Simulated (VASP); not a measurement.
# TiAl30 (a cell with a defect) in VASP: single point with r2SCAN

Aim: the single point of TiAl30 (a cell with a defect) with r2SCAN.

Program: VASP 6.6.1. These are calculated values, not measurements. Logs are shortened: lines on timing, memory, paths and dates and some standing lists are left out, and cuts for length are marked.

## (1) The cell of the first run

The cell holds a defect, 31 atoms: a = 8.100 Å, b = 8.100 Å, c = 8.100 Å, α = 90.00°, β = 90.00°, γ = 90.00°.

## (2) Single point, r2SCAN

POSCAR reads:

```
TiAl30
1.0
    8.1000000000      0.0000000000      0.0000000000
    0.0000000000      8.1000000000      0.0000000000
    0.0000000000      0.0000000000      8.1000000000
Al Ti
30 1
Direct
    0.5000651852      0.0040674074      0.0040138272
    0.7476943210      0.2516358025      0.0035248148
    0.7473434568      0.0033862963      0.2518361728
    0.2524220988      0.2516133333      0.0035258025
    0.5000806173      0.4949382716     -0.0040119753
    0.7341827160      0.7487672840      0.0052683951
    0.2527744444      0.0033993827      0.2517927160
    0.5000109877      0.2519281481      0.2518585185
    0.7467681481      0.4989318519      0.2534592593
    0.5000453086     -0.0042150617      0.4948764198
    0.7462700000      0.2534175309      0.4989122222
    0.7340345679      0.0054972840      0.7484685185
    0.0000695062      0.4996490123     -0.0029761728
    0.2660487654      0.7486911111      0.0053487654
    0.0000317284      0.2529697531      0.2532412346
    0.2533655556      0.4989112346      0.2534745679
    0.5000637037      0.7464495062      0.2539249383
    0.0000479012     -0.0027154321      0.4992262963
    0.2538419753      0.2534086420      0.4989277778
    0.5000074074      0.5015112346      0.5014929630
    0.7522656790      0.7497197531      0.5028164198
    0.2661262963      0.0055455556      0.7484583951
    0.5000300000      0.2539182716      0.7466534568
    0.7520565432      0.5027325926      0.7497412346
    0.0000682716      0.7570244444      0.2300395062
    0.0000143210      0.5019092593      0.5022669136
    0.2478672840      0.7497646914      0.5028348148
    0.0000486420      0.2301050617      0.7567849383
    0.2480587654      0.5027795062      0.7497619753
    0.5000622222      0.7453040741      0.7452667901
    0.0001897531     -0.2198146914     -0.2202900000
```

INCAR.step1 reads:

```
ALGO = Normal ; EDIFF = 1E-4
ENCUT = 520 ; GGA = PE
ISMEAR = 0 ; LASPH = True
LCHARG = False ; LREAL = Auto
LWAVE = True ; NBANDS = 72
NELM = 100 ; PREC = Accurate
SIGMA = 0.05
```

INCAR.step2 reads:

```
ALGO = Normal ; EDIFF = 1E-7
ENCUT = 520 ; ISIF = 2
ISMEAR = 0 ; ISTART = 1
LASPH = True ; LCHARG = False
LMIXTAU = True ; LREAL = Auto
LWAVE = False ; METAGGA = R2SCAN
NBANDS = 72 ; NELM = 100
PREC = Accurate ; SIGMA = 0.05
```

KPOINTS reads:

```
k-points
0
Gamma
  2 2 2
```

Potentials or basis: VASP PAW PBE potentials, release 64 (Al, Ti_sv).

Run with:

```sh
$ cat potpaw_PBE.64/Al/POTCAR potpaw_PBE.64/Ti_sv/POTCAR > POTCAR
$ cp INCAR.step1 INCAR
$ mpirun -np 1 vasp_std > vasp.out
$ cp INCAR.step2 INCAR
$ mpirun -np 1 vasp_std > vasp.out
```

OUTCAR:

```text
EDIFF = 1E-7
   ENCUT = 520
   ISIF = 2
   ISMEAR = 0
   ISTART = 1
   LASPH = True
   LREAL = Auto
   METAGGA = R2SCAN
   NELM = 100
   PREC = Accurate

 ion  position               nearest neighbor table
   1  0.500  0.004  0.004-  14 2.81   6 2.81  22 2.81  12 2.81   7 2.84   3 2.84   4 2.84   2 2.84
                             8 2.84  23 2.91  17 2.91  30 2.96
   2  0.748  0.252  0.004-   5 2.81   1 2.84   8 2.84   3 2.84   9 2.85  28 2.86  13 2.87  12 2.87
                            15 2.88  23 2.89  24 2.89
   3  0.747  0.003  0.252-  10 2.81   1 2.84   8 2.84   2 2.84  11 2.85  25 2.86  18 2.86   6 2.87
                            15 2.88  17 2.89  21 2.89
   4  0.252  0.252  0.004-   5 2.81   1 2.84   8 2.84   7 2.84  16 2.85  28 2.86  13 2.87  22 2.87
                            15 2.88  23 2.89  29 2.89
   5  0.500  0.495  0.996-  14 2.80   6 2.80  23 2.81   2 2.81   4 2.81  24 2.85  29 2.85   8 2.86
                            30 2.87   9 2.89  16 2.89  17 2.92
   6  0.734  0.749  0.005-  17 2.77   5 2.80   1 2.81  25 2.82  30 2.83  31 2.84   9 2.85   3 2.87
                            24 2.88  12 2.94  13 2.95
   7  0.253  0.003  0.252-  10 2.81   1 2.84   8 2.84   4 2.84  19 2.85  25 2.86  18 2.87  14 2.87
                            15 2.88  17 2.89  27 2.89
   8  0.500  0.252  0.252-  19 2.83  11 2.83  16 2.83   9 2.83   1 2.84   7 2.84   3 2.84   4 2.84
                             2 2.84   5 2.86  20 2.86  10 2.86
   9  0.747  0.499  0.253-  11 2.81   8 2.83  17 2.83  20 2.83   2 2.85   6 2.85  15 2.86  21 2.86
[... 31 lines left out ...]
  25  0.000  0.757  0.230-  13 2.81   6 2.82  14 2.82   7 2.86   3 2.86  18 2.92   9 2.94  16 2.94
                            21 2.99  27 2.99  26 3.02
  26  0.000  0.502  0.502-  24 2.84  29 2.84  21 2.84  27 2.84  15 2.85   9 2.88  16 2.88  11 2.88
                            19 2.88  28 3.02  25 3.02
  27  0.248  0.750  0.503-  29 2.83  30 2.83  18 2.84  26 2.84  10 2.85  16 2.87  20 2.87  17 2.87
                            22 2.88   7 2.89  25 2.99  31 3.02
  28  0.000  0.230  0.757-  18 2.81  12 2.82  22 2.82   2 2.86   4 2.86  13 2.92  19 2.94  11 2.94
                            24 2.99  29 2.99  26 3.02
  29  0.248  0.503  0.750-  27 2.83  30 2.83  13 2.84  26 2.84   5 2.85  20 2.87  19 2.87  23 2.87
                            14 2.88   4 2.89  28 2.99  31 3.02
  30  0.500  0.745  0.745-  20 2.79  29 2.83  24 2.83  27 2.83  21 2.83  14 2.83   6 2.83  12 2.83
                            22 2.83  10 2.87   5 2.87   1 2.96
  31  0.000  0.780  0.780-  22 2.83  12 2.84  14 2.84   6 2.84  18 2.87  13 2.87  27 3.02  21 3.02
                            29 3.02  24 3.02

  LATTYP: Found a simple cubic cell.
 ALAT       =     8.1000000000

  Lattice vectors:

 A1 = (   8.1000000000,   0.0000000000,   0.0000000000)
 A2 = (   0.0000000000,   8.1000000000,   0.0000000000)
 A3 = (   0.0000000000,   0.0000000000,   8.1000000000)

Analysis of symmetry for initial positions (statically):
=====================================================================
 Subroutine PRICEL returns:
 Original cell was already a primitive cell.

 Routine SETGRP: Setting up the symmetry group for a
 simple cubic supercell.

 Subroutine GETGRP returns: Found  1 space group operations
 (whereof  1 operations were pure point group operations)
 out of a pool of 48 trial point group operations.

The static configuration has the point symmetry C_1 .

Analysis of symmetry for dynamics (positions and initial velocities):
=====================================================================
 Subroutine PRICEL returns:
 Original cell was already a primitive cell.

 Routine SETGRP: Setting up the symmetry group for a
 simple cubic supercell.

 Subroutine GETGRP returns: Found  1 space group operations
 (whereof  1 operations were pure point group operations)
 out of a pool of 48 trial point group operations.

The dynamic configuration has the point symmetry C_1 .

 Subroutine INISYM returns: Found  1 space group operations
 (whereof  1 operations are pure point group operations),
 and found     1 'primitive' translations

----------------------------------------------------------------------------------------

                                     Primitive cell

  volume of cell :     531.4410

  direct lattice vectors                    reciprocal lattice vectors
     8.100000000  0.000000000  0.000000000     0.123456790  0.000000000  0.000000000
     0.000000000  8.100000000  0.000000000     0.000000000  0.123456790  0.000000000
[... 78 lines left out ...]
 generate k-points for:    2    2    2

 Generating k-lattice:

  Cartesian coordinates                     Fractional coordinates (reciprocal lattice)
     0.061728395  0.000000000  0.000000000     0.500000000  0.000000000  0.000000000
     0.000000000  0.061728395  0.000000000     0.000000000  0.500000000  0.000000000
     0.000000000  0.000000000  0.061728395     0.000000000  0.000000000  0.500000000

  Length of vectors
     0.061728395  0.061728395  0.061728395

  Shift w.r.t. Gamma in fractional coordinates (k-lattice)
     0.000000000  0.000000000  0.000000000

 Subroutine IBZKPT returns following result:
 ===========================================

 Found      8 irreducible k-points:

 Following reciprocal coordinates:
            Coordinates               Weight
  0.000000  0.000000  0.000000      1.000000
  0.500000  0.000000  0.000000      1.000000
  0.000000  0.500000  0.000000      1.000000
  0.000000  0.000000  0.500000      1.000000
  0.500000  0.500000  0.000000      1.000000
  0.000000  0.500000  0.500000      1.000000
  0.500000  0.000000  0.500000      1.000000
  0.500000  0.500000  0.500000      1.000000
   k-points           NKPTS =      8   k-points in BZ     NKDIM =      8   number of bands    NBANDS=     72
   number of dos      NEDOS =    301   number of ions     NIONS =     31
   total plane-waves  NPLWV = 216000
   dimension x,y,z NGX =    60 NGY =   60 NGZ =   60
   dimension x,y,z NGXF=   120 NGYF=  120 NGZF=  120
   ions per type =              30   1
   NGX,Y,Z   is equivalent  to a cutoff of  12.31, 12.31, 12.31 a.u.
   NGXF,Y,Z  is equivalent  to a cutoff of  24.63, 24.63, 24.63 a.u.
 SYSTEM =  unknown system
   PREC   = accura    normal or accurate (medium, high low for compatibility)
   ISTART =      1    job   : 0-new  1-cont  2-samecut
   ICHARG =      0    charge: 1-file 2-atom 10-const
   ISPIN  =      1    spin polarized calculation?
   LNONCOLLINEAR =      F non collinear calculations
   LSORBIT =      F    spin-orbit coupling
   LASPH  =      T    aspherical Exc in radial PAW
   ENCUT  =  520.0 eV  38.22 Ry    6.18 a.u.  15.06 15.06 15.06*2*pi/ulx,y,z
   NELM   =    100;   NELMIN=  2; NELMDL=  0     # of ELM steps
   EDIFF  = 0.1E-06   stopping-criterion for ELM
   LREAL  =      T    real-space projection
   EDIFFG = 0.1E-05   stopping-criterion for IOM
   NSW    =      0    number of steps for IOM
   IBRION =     -1    ionic relax: 0-MD 1-quasi-New 2-CG
   NFREE  =      0    steps in history (QN), initial steepest desc. (CG)
   ISIF   =      2    stress and relaxation
   ISYM   =      2    0-nonsym 1-usesym 2-fastsym
   POTIM  = 0.5000    time-step for ionic-motion
   TEBEG  =    0.0;   TEEND  =   0.0 temperature during run
   PSTRESS=    0.0 pullay stress
   NELECT =     102.0000    total number of electrons
   NUPDOWN=      -1.0000    fix difference up-down
   EMIN   =  10.00;   EMAX   =-10.00  energy-range for DOS
   EFERMI =   0.00;   METHOD = LEGACY
   ISMEAR =     0;   SIGMA  =   0.05  broadening in eV -4-tet -1-fermi 0-gaus
   EFERMI_NEDOS =   21; number of points for ismear=-14 and -15
   IALGO  =     38    algorithm
   IMIX   =      4    mixing-type and parameters
     AMIX     =   0.40;   BMIX     =  1.00
     AMIX_MAG =   1.60;   BMIX_MAG =  1.00
  volume/ion in A,a.u.               =      17.14       115.69
  Fermi-wavevector in a.u.,A,eV,Ry     =   0.944329  1.784523 12.133087  0.891757
  Thomas-Fermi vector in A             =   2.072123
   LORBIT       =      0    0 simple, 1 ext, 2 COOP (PROOUT), +10 PAW based schemes
   METAGGA = R2SCAN    functional components
   LHFCALC =     F    Hartree Fock is set to
   AEXX    =    0.0000 exact exchange contribution
   IVDW    =     0    specifies the selected vdW correction
   LEPSILON=     F    determine dielectric tensor
   LRPA    =     F    only Hartree local field effects (RPA)
 non-spin polarized calculation
 Gauss-broadening in eV      SIGMA  =   0.05
  energy-cutoff  :      520.00
  volume of cell :      531.44
 maximum number of plane-waves:     14400
   NGX = 31   NGY = 31   NGZ = 31

 number of electron     101.9999999 magnetization

 Free energy of the ion-electron system (eV)
  ---------------------------------------------------
  ext. energy  EPLUGINS =         0.00000000
  ---------------------------------------------------
  free energy    TOTEN  =      -214.07704020 eV

  energy without entropy =     -214.05737181  energy(sigma->0) =     -214.06720600

 E-fermi :   7.3609     XC(G=0): -10.7680

 val. band max:        7.3493828739   @ k =   0.5000   0.5000   0.0000
 cond. band min:       7.3880380144   @ k =   0.0000   0.5000   0.5000
 fundamental gap:      0.0386551405
 Fermi energy:         7.3609159401

 k-point     1 :       0.0000    0.0000    0.0000
  band No.  band energies     occupation
      1     -52.2581      2.00000
      2     -27.4945      2.00000
      3     -27.4613      2.00000
      4     -27.4519      2.00000
      5      -3.9609      2.00000
      6      -1.7243      2.00000
[... 517 lines left out ...]
     62       8.8324      0.00000
     63       9.3910      0.00000
 [bands above 63 left out]

------------------------ aborting loop because EDIFF is reached ----------------------------------------

  FORCE on cell =-STRESS in cart. coord.  units (eV):
  Direction    XX          YY          ZZ          XY          YZ          ZX
  --------------------------------------------------------------------------------------
  -------------------------------------------------------------------------------------
  Total      -14.4774745    -14.6629004    -14.7183088     -0.0016150      0.7778278     -0.0024206
  in kB      -43.6463905    -44.2054087    -44.3724530     -0.0048690      2.3449792     -0.0072975
  external PRESSURE =     -44.0747507 kB  Pullay stress =       0.0000000 kB

 VOLUME and BASIS-vectors are now :
 -----------------------------------------------------------------------------
  energy-cutoff  :      520.00
  volume of cell :      531.44
      direct lattice vectors                 reciprocal lattice vectors
     8.100000000  0.000000000  0.000000000     0.123456790  0.000000000  0.000000000
     0.000000000  8.100000000  0.000000000     0.000000000  0.123456790  0.000000000
     0.000000000  0.000000000  8.100000000     0.000000000  0.000000000  0.123456790

 POSITION                                       TOTAL-FORCE (eV/Angst)
 -----------------------------------------------------------------------------------
      4.05053      0.03295      0.03251        -0.000408     -0.003986     -0.003282
      6.05632      2.03825      0.02855        -0.045496      0.042941      0.038981
      6.05348      0.02743      2.03987        -0.039483      0.040300      0.037725
      2.04462      2.03807      0.02856         0.044922      0.044048      0.039055
      4.05065      4.00900      8.06750         0.000168      0.055676      0.015396
      5.94688      6.06502      0.04267         0.091025      0.063811     -0.025774
[... 23 lines left out ...]
      4.05050      6.03696      6.03666        -0.000007      0.041617      0.042075
      0.00154      6.31950      6.31565        -0.003013     -0.619563     -0.628853
 -----------------------------------------------------------------------------------
    total drift:                                0.004578      0.023965      0.003221

  FREE ENERGIE OF THE ION-ELECTRON SYSTEM (eV)
  ---------------------------------------------------
  free  energy   TOTEN  =      -214.0770401980 eV

  energy  without entropy=     -214.0573718080  energy(sigma->0) =     -214.06720600
```

Run time: 20 min. Hardware: 1 thread of Oxide Virtual Turin-like, shared host; peak memory 0.62 GiB.

What came out:

* Free energy: -214.0770 eV
* Pressure: -4.4 GPa
* Largest force: 0.883 eV/Å
* Band gap on the k mesh: zero (bands 51 and 52 overlap by 0.52 eV)

Forces on the atoms (eV/Å):
```
Al   0.000 -0.004 -0.003
Al  -0.045  0.043  0.039
Al  -0.039  0.040  0.038
Al   0.045  0.044  0.039
Al   0.000  0.056  0.015
Al   0.091  0.064 -0.026
Al   0.040  0.040  0.039
Al   0.001  0.044  0.044
Al   0.013  0.043  0.017
Al   0.001  0.016  0.058
Al   0.020  0.016  0.043
Al   0.095 -0.030  0.069
Al   0.000 -0.077  0.052
Al  -0.092  0.066 -0.027
Al   0.001  0.016  0.013
Al  -0.013  0.043  0.016
Al   0.000 -0.019 -0.027
Al   0.000  0.047 -0.072
Al  -0.022  0.016  0.043
Al   0.001  0.028  0.028
Al  -0.018  0.032  0.009
Al  -0.094 -0.029  0.069
Al   0.001 -0.025 -0.019
Al  -0.014  0.012  0.033
Al   0.000 -0.002 -0.007
Al   0.001  0.067  0.066
Al   0.017  0.031  0.007
Al   0.000 -0.009  0.000
Al   0.015  0.010  0.033
Al   0.000  0.042  0.042
Ti  -0.003 -0.620 -0.629
```

Caveat: the k points lie up to 0.39 Å⁻¹ apart, too coarse for converged energies and pressures of a metal; the PAW data sets were made with another functional, which shifts forces and pressure a little.

The gap in the log of VASP goes by the Fermi energy; the results here count the filled bands.